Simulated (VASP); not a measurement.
# Si (I4/mmm) in VASP: a series of runs, part 3 of 3

VASP 6.6.1. Earlier steps stand in the parts before.

### 5 Single point, PBEsol (strain +0.040 along x and y, +0.080 along z)

INCAR reads:

```
SYSTEM = Si
ALGO = Normal
EDIFF = 1E-6
ENCUT = 520
GGA = PS
ISIF = 2
ISMEAR = 0
LASPH = .TRUE.
LCHARG = .FALSE.
LREAL = .FALSE.
LWAVE = .FALSE.
NBANDS = 8
NELM = 100
PREC = Accurate
SIGMA = 0.15
```

KPOINTS reads:

```
k-points
0
G
  22 22 22
  0 0 0
```

POSCAR reads:

```
Si
1.0
    0.0000000000      1.9872637625      2.0636969842
    1.9872637625      0.0000000000      2.0636969842
    1.9872637625      1.9872637625      0.0000000000
Si
1
Direct
    0.0000000000      0.0000000000      0.0000000000
```

Potentials or basis: VASP PAW PBE potentials, release 64 (Si).

On the command line:

```sh
> cat potpaw_PBE.64/Si/POTCAR > POTCAR
> mpirun -np 1 vasp_std > vasp.out
```

OUTCAR:

```text
SYSTEM = Si
   EDIFF = 1E-6
   ENCUT = 520
   GGA = PS
   ISIF = 2
   ISMEAR = 0
   LASPH = .TRUE.
   LREAL = .FALSE.
   NELM = 100
   PREC = Accurate

 ion  position               nearest neighbor table
   1  0.000  0.000  0.000-

  LATTYP: Found a body centered tetragonal cell.
 ALAT       =     2.8104153649
 C/A-ratio  =     1.4686063917

  Lattice vectors:

 A1 = (  -1.9872637625,   0.0000000000,   2.0636969842)
 A2 = (   1.9872637625,   0.0000000000,   2.0636969842)
 A3 = (   0.0000000000,   1.9872637625,  -2.0636969842)

Analysis of symmetry for initial positions (statically):
=====================================================================
 Subroutine PRICEL returns:
 Original cell was already a primitive cell.

 Routine SETGRP: Setting up the symmetry group for a
 body centered tetragonal supercell.

 Subroutine GETGRP returns: Found 16 space group operations
 (whereof 16 operations were pure point group operations)
 out of a pool of 16 trial point group operations.

The static configuration has the point symmetry D_4h.

Analysis of symmetry for dynamics (positions and initial velocities):
=====================================================================
 Subroutine PRICEL returns:
 Original cell was already a primitive cell.

 Routine SETGRP: Setting up the symmetry group for a
 body centered tetragonal supercell.

 Subroutine GETGRP returns: Found 16 space group operations
 (whereof 16 operations were pure point group operations)
 out of a pool of 16 trial point group operations.

The dynamic configuration has the point symmetry D_4h.

 Subroutine INISYM returns: Found 16 space group operations
 (whereof 16 operations are pure point group operations),
 and found     1 'primitive' translations

----------------------------------------------------------------------------------------

                                     Primitive cell

[... 110 lines left out ...]
  Fermi-wavevector in a.u.,A,eV,Ry     =   1.024942  1.936859 14.292996  1.050506
  Thomas-Fermi vector in A             =   2.158756
   LORBIT       =      0    0 simple, 1 ext, 2 COOP (PROOUT), +10 PAW based schemes
   GGA     = PS    functional components
   LHFCALC =     F    Hartree Fock is set to
   AEXX    =    0.0000 exact exchange contribution
   IVDW    =     0    specifies the selected vdW correction
   LEPSILON=     F    determine dielectric tensor
   LRPA    =     F    only Hartree local field effects (RPA)
 non-spin polarized calculation
 Gauss-broadening in eV      SIGMA  =   0.15
  energy-cutoff  :      520.00
  volume of cell :       16.30
 maximum number of plane-waves:       452
 NGX is ok and might be reduce to    24
   NGX = 11   NGY = 11   NGZ = 11

 number of electron       4.0000000 magnetization

 Free energy of the ion-electron system (eV)
  ---------------------------------------------------
  ext. energy  EPLUGINS =         0.00000000
  ---------------------------------------------------
  free energy    TOTEN  =        -5.26703655 eV

  energy without entropy =       -5.26091881  energy(sigma->0) =       -5.26397768

 E-fermi :   8.5993     XC(G=0): -10.7741

 val. band max:        8.5988942776   @ k =   0.4545   0.1364   0.2727
 cond. band min:       8.6010475062   @ k =  -0.3182   0.3182   0.2273
 fundamental gap:      0.0021532285
 Fermi energy:         8.5992563810

 k-point     1 :       0.0000    0.0000    0.0000
  band No.  band energies     occupation
      1      -4.7770      2.00000
      2      18.3784      0.00000
      3      18.3784      0.00000
      4      18.3898      0.00000
      5      19.8087      0.00000
      6      20.2662      0.00000
      7      20.2662      0.00000
      8      25.1694      0.00000
[... 243 lines left out ...]
 k-point    24 :      -0.4545    0.0455    0.0000
  band No.  band energies     occupation
      1       1.0099      2.00000
      2       2.8495      2.00000
      3      14.9394      0.00000
      4      16.4575      0.00000
      5      18.9026      0.00000
      6      19.7487      0.00000
      7      21.0309      0.00000
      8      24.2158      0.00000

 [... further k-points ...]

------------------------ aborting loop because EDIFF is reached ----------------------------------------

  FORCE on cell =-STRESS in cart. coord.  units (eV):
  Direction    XX          YY          ZZ          XY          YZ          ZX
  --------------------------------------------------------------------------------------
  -------------------------------------------------------------------------------------
  Total       -1.0311468     -1.0311468     -0.9366964      0.0000000     -0.0000000      0.0000000
  in kB     -101.3547542   -101.3547542    -92.0709204      0.0000000     -0.0000000      0.0000000
  external PRESSURE =     -98.2601430 kB  Pullay stress =       0.0000000 kB

 VOLUME and BASIS-vectors are now :
 -----------------------------------------------------------------------------
  energy-cutoff  :      520.00
  volume of cell :       16.30
      direct lattice vectors                 reciprocal lattice vectors
     0.000000000  1.987263763  2.063696984    -0.251602233  0.251602233  0.242283632
     1.987263763  0.000000000  2.063696984     0.251602233 -0.251602233  0.242283632
     1.987263763  1.987263763  0.000000000     0.251602233  0.251602233 -0.242283632

 POSITION                                       TOTAL-FORCE (eV/Angst)
 -----------------------------------------------------------------------------------
      0.00000      0.00000      0.00000         0.000000      0.000000      0.000000
 -----------------------------------------------------------------------------------
    total drift:                               -0.000000      0.000000      0.000000

  FREE ENERGIE OF THE ION-ELECTRON SYSTEM (eV)
  ---------------------------------------------------
  free  energy   TOTEN  =        -5.2670365484 eV

  energy  without entropy=       -5.2609188122  energy(sigma->0) =       -5.26397768
```

OSZICAR:

```text
N       E                     dE             d eps       ncg     rms          rms(c)
DAV:   1    -0.283655993573E+01   -0.28366E+01   -0.17256E+03 14024   0.374E+02
DAV:   2    -0.527448047295E+01   -0.24379E+01   -0.23300E+01 20040   0.293E+01
DAV:   3    -0.528908234217E+01   -0.14602E-01   -0.14581E-01 15304   0.239E+00
DAV:   4    -0.528909906060E+01   -0.16718E-04   -0.16718E-04 22224   0.891E-02
DAV:   5    -0.528909906347E+01   -0.28728E-08   -0.31012E-08 15624   0.749E-04    0.220E+00
DAV:   6    -0.527470009855E+01    0.14399E-01   -0.55243E-03 15168   0.306E-01    0.120E+00
DAV:   7    -0.526706459247E+01    0.76355E-02   -0.10247E-02 15304   0.415E-01    0.113E-01
DAV:   8    -0.526703622654E+01    0.28366E-04   -0.32025E-05 20976   0.447E-02    0.167E-02
DAV:   9    -0.526703654841E+01   -0.32187E-06   -0.25778E-07 16232   0.299E-03
   1 F= -.52670365E+01 E0= -.52639777E+01  d E =-.611774E-02
```

Run time: 32 s. Hardware: 1 thread of Intel Xeon Platinum 8375C at 2.90GHz (Ice Lake), shared host; peak memory 0.2 GiB.

What came out:

- Free energy: -5.2670 eV
- Pressure: -9.8 GPa
- Band gap on the k mesh: zero (bands 2 and 3 overlap by 12.81 eV)

Caveat: the cell differs from its parent crystal (strain +0.040 along x and y, +0.080 along z); the cell stands under tension; the PAW data sets were made with another functional, which shifts forces and pressure a little.

### 6 Single point, PBEsol (strain +0.080 along x and y, +0.040 along z)

INCAR reads:

```
SYSTEM = Si
  ALGO = Normal
  EDIFF = 1E-6
  ENCUT = 520
  GGA = PS
  ISIF = 2
  ISMEAR = 0
  LASPH = .True.
  LCHARG = .True.
  LELF = .True.
  LREAL = .False.
  LVHAR = .True.
  LWAVE = .False.
  NBANDS = 8
  NELM = 80
  PREC = Accurate
  SIGMA = 0.15
```

KPOINTS reads:

```
k-points
0
Gamma
  22 22 22
  0 0 0
```

POSCAR reads:

```
Si
1.0
    0.0000000000      2.0636969842      1.9872637625
    2.0636969842      0.0000000000      1.9872637625
    2.0636969842      2.0636969842      0.0000000000
Si
1
Direct
    0.0000000000      0.0000000000      0.0000000000
```

Potentials or basis: VASP PAW PBE potentials, release 64 (Si).

On the command line:

```sh
> cat potpaw_PBE.64/Si/POTCAR > POTCAR
> mpirun -np 1 vasp_std > vasp.out
```

Run time: 35 s. Hardware: 1 thread of Intel Xeon Platinum 8375C at 2.90GHz (Ice Lake), shared host; peak memory 0.21 GiB.

The run converged. Its results:

```
Free energy            : -5.2257 eV
Pressure               : -11.5 GPa
Band gap on the k mesh : zero (bands 2 and 3 overlap by 12.15 eV)
```

Stress tensor (GPa, compression positive):
```
-11.15   0.00   0.00
  0.00 -11.15   0.00
  0.00   0.00 -12.17
```

Levels at points of the mesh, in eV from the Fermi level:
| k point | band 1 | band 2 | band 3 | band 4 | band 5 |
| --- | --- | --- | --- | --- | --- |
| (0.00, 0.00, 0.00) | -13.07 | 9.34 | 9.39 | 9.39 | 11.22 |
| (0.50, 0.00, 0.00) | -7.19 | -5.99 | 6.86 | 7.58 | 10.00 |
| (0.50, 0.50, 0.00) | -4.30 | -3.98 | 2.36 | 2.36 | 4.40 |
| (0.50, 0.00, 0.50) | -4.77 | -4.77 | 2.83 | 3.16 | 4.79 |

Caveat: the cell differs from its parent crystal (strain +0.080 along x and y, +0.040 along z); the cell stands under tension; the PAW data sets were made with another functional, which shifts forces and pressure a little.

### 7 Summary

| cell | gap on the mesh (eV) | pressure (GPa) |
| --- | --- | --- |
| a = 2.757, b = 2.757, c = 2.702 Å, angles 60.7, 60.7, 58.7°, 1 atom | none | -2.7 |
| a = 2.812, b = 2.812, c = 2.702 Å, angles 61.3, 61.3, 57.4°, 1 atom | none | -5.3 |
| a = 2.757, b = 2.757, c = 2.810 Å, angles 59.4, 59.4, 61.3°, 1 atom | none | -5.5 |
| a = 2.865, b = 2.865, c = 2.810 Å, angles 60.6, 60.6, 58.7°, 1 atom | none | -9.8 |
| a = 2.865, b = 2.865, c = 2.919 Å, angles 59.4, 59.4, 61.2°, 1 atom | none | -11.5 |

Alike in all rows: task single point; level PBEsol; potentials or basis VASP PAW PBE potentials, release 64 (Si); no spin polarisation; k mesh 22 × 22 × 22; cutoff (eV) 520; smearing gaussian 0.15 eV.

Caveats: the PAW data sets were made with another functional, which shifts forces and pressure a little; the cell stands under tension (at least some runs).

Total energies depend on the potentials used, so only differences within one code and one set of settings carry meaning.
